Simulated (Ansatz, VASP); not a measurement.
# One calculation of AlN, two programs

```
CELL_PARAMETERS angstrom
-0.05934 1.94833 1.94833
1.94833 -0.05934 1.94833
1.94833 1.94833 -0.05934
ATOMIC_POSITIONS crystal
Al 0.00000 0.00000 0.00000
N 0.50000 0.50000 0.50000
```

Change from the starting cell: equal xy, yz and zx shear strains of -3 %, crystal datasets.

Alike in both runs: task electric field gradients; functional LDA; k mesh 10 × 10 × 10; occupations fermi-dirac, width 0.02 eV; no spin polarisation.

|  | VASP | Ansatz |
| --- | --- | --- |
| version | VASP 6.6.1 | Ansatz 0.2.0 |
| potentials or method | VASP PAW LDA potentials, release 64 (Al, N), cutoff 520 eV | all-electron PAW with datasets made for the crystal, scalar-relativistic |

```csv
,VASP,Ansatz,Ansatz less VASP
gap on the k mesh at the Fermi level (eV),4.16,4.17,+0.008
pressure (GPa),13.6,12.8,-0.78
"traceless stress, the component that is largest in VASP (GPa)",9.90,9.90,+0.002
size of Vzz on the site where it differs most (V/Å²),1.0,2.2,+1.21
```

LDA's correlation is that of Perdew and Zunger in VASP and of Perdew and Wang (1992) in Ansatz. Ansatz ran all-electron here, and VASP with PAW potentials.
